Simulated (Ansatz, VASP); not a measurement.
This is a calculation of Pt for Ansatz 0.2.0.

File input.yaml:

```yaml
crystal:
  lattice:
    - [-1.5821724, 1.58498199, 1.58465529]
    - [1.60291519, -1.57977957, 1.60019566]
    - [1.56748235, 1.56508952, -1.57945287]
  atoms:
    - { symbol: Pt, position: [0.0, 0.0, 0.0] }
hamiltonian:
  xc: pbe
  pseudopotentials: { kind: paw }
kpoints:
  mp_grid: { grid: [12, 12, 12] }
scf:
  occupations: { method: fermi_dirac, width: 0.05 }
output:
  forces: true
  stress: true
  eigenvalues: true
relax:
  f_tol: 0.01
  max_steps: 40
  cell: { stress_tol: 0.05 }
```

Potentials or basis: Ansatz PAW.

The run is started by

```console
$ ansatz run input.yaml --threads 2 --pin off --max-ram 5632MiB --backend cpu --events-out ev --progress --plain --runs-dir out
```

Question: Set up the same calculation for VASP 6.6.1. Potentials there: VASP PAW PBE potentials, release 64 (Pt).

Answer: As run (the cutoff follows the program's own potentials):

INCAR

```
  PREC = Accurate
  ENCUT = 600
  EDIFF = 1E-7
  ISMEAR = -1
  SIGMA = 0.05
  LREAL = F
  LASPH = T
  NELM = 100
  ALGO = Fast
  ISIF = 3
  LWAVE = F
  LCHARG = F
  GGA = PE
  IBRION = 2
  NSW = 60
  EDIFFG = -0.01
```

File KPOINTS:

```
Automatic mesh
0
Gamma
  12 12 12
```

POSCAR

```
Pt
1.0
   -1.5821724000      1.5849819900      1.5846552900
    1.6029151900     -1.5797795700      1.6001956600
    1.5674823500      1.5650895200     -1.5794528700
Pt
1
Direct
    0.0000000000      0.0000000000      0.0000000000
```

Potentials or basis: VASP PAW PBE potentials, release 64 (Pt).

Launch:

```console
$ cat potpaw_PBE.64/Pt/POTCAR > POTCAR
$ mpirun -np 1 vasp_std > vasp.out
```

Both were run:

|  | VASP | Ansatz | Ansatz less VASP |
| --- | --- | --- | --- |
| gap on the k mesh at the Fermi level, each at its own relaxed structure (eV) | none | none | - |
| relaxed volume (Å³/atom) | 15.78 | 15.81 | +0.031 |
| relaxed length of the cell vector where the two differ most in proportion (Å) | 2.764 | 2.766 | +0.0021 |

A gap of «none» marks a metal or a gap that the smearing closes. VASP's potentials hold 10 valence electrons a cell and Ansatz's 18, so a difference there can come from the potentials and not from the codes.

Spin-orbit coupling is off throughout. Noted on Ansatz's run: the plane-wave basis is chosen anew once the cell has moved, so the energies of steps on either side of that aren't comparable.
